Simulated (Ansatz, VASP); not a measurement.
## One calculation of NaGeI3, two programs

File POSCAR:

```
NaGeI3
1.0
    5.8892757557      0.0000000000      0.0000000000
    0.0000000000      5.8892757557      0.0000000000
    0.0000000000      0.0000000000      5.8892757557
Na Ge I
1 1 3
Direct
    0.0000000000      0.0000000000      0.0000000000
    0.5000000000      0.5000000000      0.5000000000
    0.5000000000      0.5000000000      0.0000000000
    0.5000000000      0.0000000000      0.5000000000
    0.0000000000      0.5000000000      0.5000000000
```

INCAR.step1

```
SYSTEM = NaGeI3
PREC = Accurate
ENCUT = 520
ISMEAR = 0
SIGMA = 0.01
LREAL = .FALSE.
LASPH = .TRUE.
NELM = 80
NBANDS = 29
GGA = PE
ALGO = Normal
EDIFF = 1E-4
LWAVE = .TRUE.
LCHARG = .FALSE.
```

INCAR.step2

```
SYSTEM = NaGeI3
PREC = Accurate
ENCUT = 520
EDIFF = 1E-6
ISMEAR = 0
SIGMA = 0.01
LREAL = .FALSE.
LASPH = .TRUE.
NELM = 80
ALGO = Normal
ISIF = 2
LWAVE = .FALSE.
LCHARG = .FALSE.
METAGGA = R2SCAN
LMIXTAU = .TRUE.
NBANDS = 29
ISTART = 1
```

KPOINTS

```
Automatic mesh
0
G
  4 4 4
  0 0 0
```

Input for Ansatz:

```yaml
crystal:
  lattice:
    - [5.8892757557, 0.0, 0.0]
    - [0.0, 5.8892757557, 0.0]
    - [0.0, 0.0, 5.8892757557]
  atoms:
    - { symbol: Na, position: [0.0, 0.0, 0.0] }
    - { symbol: Ge, position: [0.5, 0.5, 0.5] }
    - { symbol: I, position: [0.5, 0.5, 0.0] }
    - { symbol: I, position: [0.5, 0.0, 0.5] }
    - { symbol: I, position: [0.0, 0.5, 0.5] }
kpoints:
  mp_grid: { grid: [4, 4, 4] }
  band_path:
    path: [[0.0, 0.0, 0.0], [0.0, 0.5, 0.0], [0.5, 0.5, 0.0], [0.5, 0.5, 0.5]]
    npoints: 1
hamiltonian:
  xc: r2scan
scf:
  occupations: { method: fixed }
  n_extra_bands: 5
output:
  forces: true
  stress: true
  eigenvalues: true
```

Alike in both runs: task single point; functional r2SCAN; k mesh 4 × 4 × 4; no spin polarisation.

```csv
,VASP,Ansatz
version,VASP 6.6.1,Ansatz 0.2.0
potentials or method,"VASP PAW PBE potentials, release 64 (Na_pv, Ge_d, I)","plane waves, PAW"
plane-wave cutoff (eV),520,500
occupations,"gaussian, width 0.01 eV",fixed
valence electrons in the cell,42,74
```

|  | VASP | Ansatz | Ansatz less VASP |
| --- | --- | --- | --- |
| gap on the k mesh at the Fermi level (eV) | 0.47 | 0.47 | 0.000 |
| pressure (GPa) | 0.0 | 0.0 | +0.02 |

VASP's potentials were made for PBE, not for r2SCAN. VASP's potentials hold 42 valence electrons a cell and Ansatz's 74, so a difference there can come from the potentials and not from the codes.

Spin-orbit coupling is off throughout.
